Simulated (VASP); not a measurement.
# Sn (Fd-3m) in VASP: single point with PBE

Aim: the single point of Sn with PBE.

Everything below comes from runs of VASP 6.6.1. Logs are shortened: lines on timing, memory, paths and dates and some standing lists are left out, and cuts for length are marked.

## Step 1: The cell of the first run

It takes space group Fd-3m (No. 227, cubic). The conventional cell has a = 6.467 Å, b = 6.467 Å, c = 6.467 Å, α = 90.00°, β = 90.00°, γ = 90.00°. Within 3.7 Å of Sn (site symmetry -43m) lie 4 Sn at 2.80 Å.

This isn't the form of Sn at room conditions, which is tetragonal (white tin).

## Step 2: Single point, PBE

Contents of INCAR:

```
PREC     = Accurate       # precision mode
ENCUT    = 500            # plane-wave cutoff, eV
EDIFF    = 1E-6           # SCF threshold, eV
ISMEAR   = 1              # smearing method
SIGMA    = 0.1            # smearing width, eV
LREAL    = F              # projectors in reciprocal space
LASPH    = T              # aspherical terms in the spheres
NELM     = 120            # most SCF steps
ALGO     = Normal         # electronic algorithm
ISIF     = 2              # what is computed and relaxed
LWAVE    = F              # write WAVECAR
LCHARG   = T              # write CHGCAR
GGA      = PE             # functional
LELF     = T              # ELF
LVHAR    = T            
NBANDS   = 21             # bands
GGA_COMPAT= F
```

Contents of KPOINTS:

```
Automatic mesh
0
Gamma
  8 8 8
```

Contents of POSCAR:

```
Sn
1.0
    0.0000000000      3.2333430000      3.2333430000
    3.2333430000      0.0000000000      3.2333430000
    3.2333430000      3.2333430000      0.0000000000
Sn
2
Direct
    0.0000000000      0.0000000000      0.0000000000
    0.2500000000      0.2500000000      0.2500000000
```

Potentials or basis: VASP PAW PBE potentials, release 64 (Sn_d).

Started as:

```bash
cat potpaw_PBE.64/Sn_d/POTCAR > POTCAR
mpirun -np 1 vasp_std > vasp.out
```

OUTCAR:

```text
PREC = Accurate
   ENCUT = 500
   EDIFF = 1E-6
   ISMEAR = 1
   LREAL = F
   LASPH = T
   NELM = 120
   ISIF = 2
   GGA = PE

 ion  position               nearest neighbor table
   1  0.000  0.000  0.000-   2 2.80   2 2.80   2 2.80   2 2.80
   2  0.250  0.250  0.250-   1 2.80   1 2.80   1 2.80   1 2.80

  LATTYP: Found a face centered cubic cell.
 ALAT       =     6.4666860000

  Lattice vectors:

 A1 = (   0.0000000000,   3.2333430000,   3.2333430000)
 A2 = (   3.2333430000,   0.0000000000,   3.2333430000)
 A3 = (   3.2333430000,   3.2333430000,   0.0000000000)

Analysis of symmetry for initial positions (statically):
=====================================================================
 Subroutine PRICEL returns:
 Original cell was already a primitive cell.

 Routine SETGRP: Setting up the symmetry group for a
 face centered cubic supercell.

 Subroutine GETGRP returns: Found 48 space group operations
 (whereof 24 operations were pure point group operations)
 out of a pool of 48 trial point group operations.

The static configuration has the point symmetry T_d .
 The point group associated with its full space group is O_h .

Analysis of symmetry for dynamics (positions and initial velocities):
=====================================================================
 Subroutine PRICEL returns:
 Original cell was already a primitive cell.

 Routine SETGRP: Setting up the symmetry group for a
 face centered cubic supercell.

 Subroutine GETGRP returns: Found 48 space group operations
 (whereof 24 operations were pure point group operations)
 out of a pool of 48 trial point group operations.

The dynamic configuration has the point symmetry T_d .
 The point group associated with its full space group is O_h .

 Subroutine INISYM returns: Found 48 space group operations
 (whereof 24 operations are pure point group operations),
 and found     1 'primitive' translations

----------------------------------------------------------------------------------------

                                     Primitive cell

  volume of cell :      67.6060

  direct lattice vectors                    reciprocal lattice vectors
     0.000000000  3.233343000  3.233343000    -0.154638713  0.154638713  0.154638713
     3.233343000  0.000000000  3.233343000     0.154638713 -0.154638713  0.154638713
     3.233343000  3.233343000  0.000000000     0.154638713  0.154638713 -0.154638713

  length of vectors
     4.572637522  4.572637522  4.572637522     0.267842108  0.267842108  0.267842108

  position of ions in fractional coordinates (direct lattice)
     0.000000000  0.000000000  0.000000000
     0.250000000  0.250000000  0.250000000

  ion indices of the primitive-cell ions
   primitive index   ion index
                 1           1
                 2           2

----------------------------------------------------------------------------------------

 KPOINTS: Automatic mesh

Automatic generation of k-mesh.
 Grid dimensions read from file:
 generate k-points for:    8    8    8

 Generating k-lattice:

  Cartesian coordinates                     Fractional coordinates (reciprocal lattice)
    -0.019329839  0.019329839  0.019329839     0.125000000  0.000000000  0.000000000
     0.019329839 -0.019329839  0.019329839     0.000000000  0.125000000  0.000000000
     0.019329839  0.019329839 -0.019329839     0.000000000  0.000000000  0.125000000

  Length of vectors
     0.033480263  0.033480263  0.033480263

  Shift w.r.t. Gamma in fractional coordinates (k-lattice)
     0.000000000  0.000000000  0.000000000

 Subroutine IBZKPT returns following result:
 ===========================================

 Found     29 irreducible k-points:

 Following reciprocal coordinates:
            Coordinates               Weight
  0.000000  0.000000  0.000000      1.000000
  0.125000  0.000000  0.000000      8.000000
  0.250000  0.000000  0.000000      8.000000
  0.375000  0.000000  0.000000      8.000000
  0.500000  0.000000  0.000000      4.000000
  0.125000  0.125000  0.000000      6.000000
[... 16 lines left out ...]
  0.500000  0.250000  0.125000     48.000000
 -0.375000  0.250000  0.125000     24.000000
 [... further k-points ...]
   k-points           NKPTS =     29   k-points in BZ     NKDIM =     29   number of bands    NBANDS=     21
   number of dos      NEDOS =    301   number of ions     NIONS =      2
   total plane-waves  NPLWV =  46656
   dimension x,y,z NGX =    36 NGY =   36 NGZ =   36
   dimension x,y,z NGXF=    72 NGYF=   72 NGZF=   72
   ions per type =               2
   NGX,Y,Z   is equivalent  to a cutoff of  13.09, 13.09, 13.09 a.u.
   NGXF,Y,Z  is equivalent  to a cutoff of  26.18, 26.18, 26.18 a.u.
 SYSTEM =  unknown system
   PREC   = accura    normal or accurate (medium, high low for compatibility)
   ISTART =      0    job   : 0-new  1-cont  2-samecut
   ICHARG =      2    charge: 1-file 2-atom 10-const
   ISPIN  =      1    spin polarized calculation?
   LNONCOLLINEAR =      F non collinear calculations
   LSORBIT =      F    spin-orbit coupling
   LASPH  =      T    aspherical Exc in radial PAW
   ENCUT  =  500.0 eV  36.75 Ry    6.06 a.u.   8.34  8.34  8.34*2*pi/ulx,y,z
   NELM   =    120;   NELMIN=  2; NELMDL= -5     # of ELM steps
   EDIFF  = 0.1E-05   stopping-criterion for ELM
   LREAL  =      F    real-space projection
   EDIFFG = 0.1E-04   stopping-criterion for IOM
   NSW    =      0    number of steps for IOM
   IBRION =     -1    ionic relax: 0-MD 1-quasi-New 2-CG
   NFREE  =      0    steps in history (QN), initial steepest desc. (CG)
   ISIF   =      2    stress and relaxation
   ISYM   =      2    0-nonsym 1-usesym 2-fastsym
   POTIM  = 0.5000    time-step for ionic-motion
   TEBEG  =    0.0;   TEEND  =   0.0 temperature during run
   PSTRESS=    0.0 pullay stress
   NELECT =      28.0000    total number of electrons
   NUPDOWN=      -1.0000    fix difference up-down
   EMIN   =  10.00;   EMAX   =-10.00  energy-range for DOS
   EFERMI =   0.00;   METHOD = LEGACY
   ISMEAR =     1;   SIGMA  =   0.10  broadening in eV -4-tet -1-fermi 0-gaus
   EFERMI_NEDOS =   21; number of points for ismear=-14 and -15
   IALGO  =     38    algorithm
   IMIX   =      4    mixing-type and parameters
     AMIX     =   0.40;   BMIX     =  1.00
     AMIX_MAG =   1.60;   BMIX_MAG =  1.00
  volume/ion in A,a.u.               =      33.80       228.11
  Fermi-wavevector in a.u.,A,eV,Ry     =   1.220298  2.306028 20.260790  1.489126
  Thomas-Fermi vector in A             =   2.355520
   LORBIT       =      0    0 simple, 1 ext, 2 COOP (PROOUT), +10 PAW based schemes
   GGA     = PE    functional components
   LHFCALC =     F    Hartree Fock is set to
   AEXX    =    0.0000 exact exchange contribution
   IVDW    =     0    specifies the selected vdW correction
   LEPSILON=     F    determine dielectric tensor
   LRPA    =     F    only Hartree local field effects (RPA)
 non-spin polarized calculation
 Methfessel and Paxton  Order N= 1 SIGMA  =   0.10
  energy-cutoff  :      500.00
  volume of cell :       67.61
 maximum number of plane-waves:      1759
 NGX is ok and might be reduce to    36
   NGX = 17   NGY = 17   NGZ = 17

 number of electron      28.0000008 magnetization

 Free energy of the ion-electron system (eV)
  ---------------------------------------------------
  ext. energy  EPLUGINS =         0.00000000
  ---------------------------------------------------
  free energy    TOTEN  =        -7.61850790 eV

  energy without entropy =       -7.61851641  energy(sigma->0) =       -7.61851074

 E-fermi :   5.7711     XC(G=0):  -8.9206

 val. band max:        5.7709818615   @ k =   0.5000   0.0000   0.0000
 cond. band min:       5.8427375109   @ k =   0.0000   0.0000   0.0000
 fundamental gap:      0.0717556495
 Fermi energy:         5.7710766882

 k-point     1 :       0.0000    0.0000    0.0000
  band No.  band energies     occupation
      1     -15.9488      2.00000
      2     -15.9488      2.00000
      3     -15.9488      2.00000
      4     -15.8877      2.00000
      5     -15.8877      2.00000
      6     -15.5700      2.00000
[... 13 lines left out ...]
     20      13.7423      0.00000
     21      13.7423      0.00000

 k-point     2 :       0.1250    0.0000    0.0000
  band No.  band energies     occupation
      1     -15.9599      2.00000
      2     -15.9599      2.00000
      3     -15.9449      2.00000
      4     -15.8720      2.00000
      5     -15.8720      2.00000
      6     -15.5921      2.00000
[... 13 lines left out ...]
     20      12.8563      0.00000
     21      12.8563      0.00000

 k-point     3 :       0.2500    0.0000    0.0000
  band No.  band energies     occupation
      1     -15.9751      2.00000
      2     -15.9751      2.00000
      3     -15.9355      2.00000
      4     -15.8468      2.00000
      5     -15.8468      2.00000
      6     -15.6146      2.00000
[... 13 lines left out ...]
     20      12.6454      0.00000
     21      12.6454      0.00000

 k-point     4 :       0.3750    0.0000    0.0000
  band No.  band energies     occupation
      1     -15.9836      2.00000
      2     -15.9836      2.00000
      3     -15.9256      2.00000
      4     -15.8303      2.00000
      5     -15.8303      2.00000
      6     -15.6272      2.00000
[... 13 lines left out ...]
     20      13.4845      0.00000
     21      13.4845      0.00000

 k-point     5 :       0.5000    0.0000    0.0000
  band No.  band energies     occupation
      1     -15.9860      2.00000
      2     -15.9860      2.00000
      3     -15.9214      2.00000
      4     -15.8254      2.00000
      5     -15.8254      2.00000
      6     -15.6306      2.00000
[... 13 lines left out ...]
     20      14.5791      0.00000
     21      14.5791      0.00000

 k-point     6 :       0.1250    0.1250    0.0000
  band No.  band energies     occupation
      1     -15.9576      2.00000
      2     -15.9576      2.00000
      3     -15.9569      2.00000
      4     -15.8750      2.00000
      5     -15.8552      2.00000
      6     -15.6243      2.00000
[... 13 lines left out ...]
     20      11.8863      0.00000
     21      13.9159      0.00000

 k-point     7 :       0.2500    0.1250    0.0000
  band No.  band energies     occupation
      1     -15.9788      2.00000
      2     -15.9700      2.00000
      3     -15.9424      2.00000
      4     -15.8547      2.00000
      5     -15.8262      2.00000
      6     -15.6553      2.00000
[... 13 lines left out ...]
     20      12.8367      0.00000
     21      13.5852      0.00000
[... 291 lines left out ...]
      1     -16.0243      2.00000
      2     -16.0020      2.00000
      3     -15.8617      2.00000
      4     -15.7757      2.00000
      5     -15.7388      2.00000
      6     -15.7186      2.00000
[... 13 lines left out ...]
     20      13.8125      0.00000
     21      16.7059      0.00000

 k-point    21 :       0.5000    0.5000    0.0000
  band No.  band energies     occupation
      1     -16.0015      2.00000
      2     -16.0015      2.00000
      3     -15.8634      2.00000
      4     -15.8634      2.00000
      5     -15.7217      2.00000
      6     -15.7217      2.00000
[... 13 lines left out ...]
     20      15.1532      0.00000
     21      16.2267      0.00000

 k-point    22 :       0.3750    0.2500    0.1250
  band No.  band energies     occupation
      1     -15.9900      2.00000
      2     -15.9884      2.00000
      3     -15.9217      2.00000
      4     -15.8352      2.00000
      5     -15.7952      2.00000
      6     -15.6879      2.00000
[... 13 lines left out ...]
     20      13.7895      0.00000
     21      14.1315      0.00000

 k-point    23 :       0.5000    0.2500    0.1250
  band No.  band energies     occupation
      1     -16.0089      2.00000
      2     -15.9972      2.00000
      3     -15.8892      2.00000
      4     -15.8127      2.00000
      5     -15.7760      2.00000
      6     -15.7022      2.00000
[... 13 lines left out ...]
     20      13.6019      0.00000
     21      14.8290      0.00000

 k-point    24 :      -0.3750    0.2500    0.1250
  band No.  band energies     occupation
      1     -16.0166      2.00000
      2     -15.9995      2.00000
      3     -15.8741      2.00000
      4     -15.7962      2.00000
      5     -15.7777      2.00000
      6     -15.6960      2.00000
[... 13 lines left out ...]
     20      14.3321      0.00000
     21      14.8762      0.00000

 [... further k-points ...]
[... 5 lines left out ...]
  --------------------------------------------------------------------------------------
  -------------------------------------------------------------------------------------
  Total        1.5794580      1.5794580      1.5794580     -0.0000000     -0.0000000     -0.0000000
  in kB       37.4311648     37.4311648     37.4311648     -0.0000000     -0.0000000     -0.0000000
  external PRESSURE =      37.4311648 kB  Pullay stress =       0.0000000 kB

 VOLUME and BASIS-vectors are now :
 -----------------------------------------------------------------------------
  energy-cutoff  :      500.00
  volume of cell :       67.61
      direct lattice vectors                 reciprocal lattice vectors
     0.000000000  3.233343000  3.233343000    -0.154638713  0.154638713  0.154638713
     3.233343000  0.000000000  3.233343000     0.154638713 -0.154638713  0.154638713
     3.233343000  3.233343000  0.000000000     0.154638713  0.154638713 -0.154638713

 POSITION                                       TOTAL-FORCE (eV/Angst)
 -----------------------------------------------------------------------------------
      0.00000      0.00000      0.00000         0.000000      0.000000      0.000000
      1.61667      1.61667      1.61667        -0.000000     -0.000000     -0.000000
 -----------------------------------------------------------------------------------
    total drift:                                0.000000      0.000000      0.000000

  FREE ENERGIE OF THE ION-ELECTRON SYSTEM (eV)
  ---------------------------------------------------
  free  energy   TOTEN  =        -7.6185079026 eV

  energy  without entropy=       -7.6185164062  energy(sigma->0) =       -7.61851074
```

It took 24 s on 1 thread of Intel Xeon Platinum 8375C at 2.90GHz (Ice Lake), shared host; peak memory 0.21 GiB.

What came out:

```yaml
Free_energy: -7.6185 eV
Pressure: 3.7 GPa
Band_gap_on_the_k_mesh: zero (bands 14 and 15 overlap by 0.07 eV)
```

Caveat: the cell stands under pressure; spin-orbit coupling is left out, which moves the levels of the heavy elements.

The gap in the log of VASP goes by the Fermi energy; the results here count the filled bands.